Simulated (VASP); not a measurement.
Set up this calculation in VASP 6.6.1, as the native input.

* Task: single point
* Functional: PBEsol
* Potentials or basis: VASP PAW PBE potentials, release 64 (Ru_pv)
* Cutoff: 520 eV
* k mesh: 14 × 14 × 14
* Occupations: gaussian, width 0.1 eV
* Spin: no spin polarisation
* Dipole correction: no
* Further INCAR settings: ALGO = Normal; EDIFF = 1e-06; NBANDS = 21

The structure of Ru lies in POSCAR:

```
Ru
1.0
    0.0000000000      2.6952798645      2.6952798645
    2.6952798645      0.0000000000      2.6952798645
    2.6952798645      2.6952798645      0.0000000000
Ru
2
Direct
    0.5000000000      0.5000000000      0.5000000000
    0.7500000000      0.7500000000      0.7500000000
```

The input as run:

INCAR

```
SYSTEM = Ru
PREC = Accurate
ENCUT = 520
EDIFF = 1E-6
ISMEAR = 0
SIGMA = 0.1
LREAL = .False.
LASPH = .True.
NELM = 80
ALGO = Normal
ISIF = 2
LWAVE = .False.
LCHARG = .False.
GGA = PS
NBANDS = 21
```

KPOINTS

```
Automatic mesh
0
Gamma
  14 14 14
  0 0 0
```

Potentials or basis: VASP PAW PBE potentials, release 64 (Ru_pv).

Run with:

```sh
$ cat potpaw_PBE.64/Ru_pv/POTCAR > POTCAR
$ mpirun -np 1 vasp_std > vasp.out
```

It gave:

| Property | Result |
| --- | --- |
| Pressure | 0.3 GPa |
| Band gap on the k mesh | zero (band 14 reaches 7.74 eV, above the bottom of band 15 at 6.78 eV) |

Caveat: the PAW data sets were made with another functional, which shifts forces and pressure a little.

Run time: 25 s on 1 thread of Intel(R) Xeon(R) 6975P-C (Granite Rapids) (shared host), peak memory 0.19 GiB.
